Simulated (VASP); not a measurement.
A run of VASP 6.6.1 is set up as follows.

The input POSCAR:

```
AlAs
1.0
    0.0000000000      2.8145100285      2.8145100285
    2.8145100285      0.0000000000      2.8145100285
    2.8145100285      2.8145100285      0.0000000000
Al As
1 1
Direct
    0.0000000000      0.0000000000      0.0000000000
    0.2500000000      0.2500000000      0.2500000000
```

Contents of INCAR.step1:

```
  PREC = Accurate
  ENCUT = 550
  ISMEAR = 0
  SIGMA = 0.02
  LREAL = F
  LASPH = T
  NELM = 120
  NBANDS = 11
  GGA = PE
  ALGO = Normal
  EDIFF = 1E-5
  LWAVE = T
  LCHARG = F
  GGA_COMPAT = F
```

Contents of INCAR.step2:

```
  PREC = Accurate
  ENCUT = 550
  EDIFF = 1E-6
  ISMEAR = 0
  SIGMA = 0.02
  LREAL = F
  LASPH = T
  NELM = 120
  ALGO = Normal
  ISIF = 2
  LWAVE = F
  LCHARG = F
  METAGGA = R2SCAN
  LMIXTAU = T
  NBANDS = 11
  ISTART = 1
  GGA_COMPAT = F
```

The input KPOINTS:

```
Automatic mesh
0
Gamma
  8 8 8
```

Potentials or basis: VASP PAW PBE potentials, release 64 (Al, As).

The run is started by

```console
$ cat potpaw_PBE.64/Al/POTCAR potpaw_PBE.64/As/POTCAR > POTCAR
$ cp INCAR.step1 INCAR
$ mpirun -np 1 vasp_std > vasp.out
$ cp INCAR.step2 INCAR
$ mpirun -np 1 vasp_std > vasp.out
```

Q: Estimate the band gap on the k mesh.

A: 1.77 eV (least direct gap 2.85 eV).

Q: What does it give for the pressure?

A: 2.1 GPa.

Caveat: the PAW data sets were made with another functional, which shifts forces and pressure a little. A k mesh can miss the band edges.
